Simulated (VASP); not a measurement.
TiAl3, 4 atoms in the cell. Symmetry: Pmm2, No. 25, orthorhombic system. The conventional cell has a = 2.821 Å, b = 4.650 Å, c = 4.868 Å, α = 90.00°, β = 90.00°, γ = 90.00°. Ti (site symmetry mm2) has 10 Al at 2.81 to 2.84 Å and 2 Ti at 2.82 Å within 3.7 Å. Al (site symmetry mm2) has 10 Al at 2.79 to 2.84 Å and 2 Ti at 2.83 Å within 3.7 Å. Al (site symmetry mm2) has 8 Al at 2.79 to 2.84 Å and 4 Ti at 2.84 Å within 3.7 Å. Al (site symmetry mm2) has 4 Ti at 2.81 to 2.82 Å and 8 Al at 2.82 to 2.84 Å within 3.7 Å. 

```yaml
Program: VASP 6.6.1
Task: single point
Functional: PBE
Potentials_or_basis: VASP PAW PBE potentials, release 64 (Ti_sv, Al)
Cutoff: 520 eV
k_mesh: 9 × 6 × 6
Occupations: fermi-dirac, width 0.05 eV
Spin: no spin polarisation
Dipole_correction: no
Further_INCAR_settings: ALGO = Normal; EDIFF = 1e-07; NBANDS = 18
```

Potentials or basis: VASP PAW PBE potentials, release 64 (Ti_sv, Al).

The run is started by

```sh
$ cat potpaw_PBE.64/Ti_sv/POTCAR potpaw_PBE.64/Al/POTCAR > POTCAR
$ mpirun -np 1 vasp_std > vasp.out
```

Hardware: 1 thread of Intel Xeon 8259CL, with other jobs on the host.

**Question.** How long does it take, and how much memory?

**Answer.** Wall time 82 s on 1 thread of Intel Xeon 8259CL, on a shared host, peak memory 0.23 GiB. Counts: scf iterations 14, k points 80.
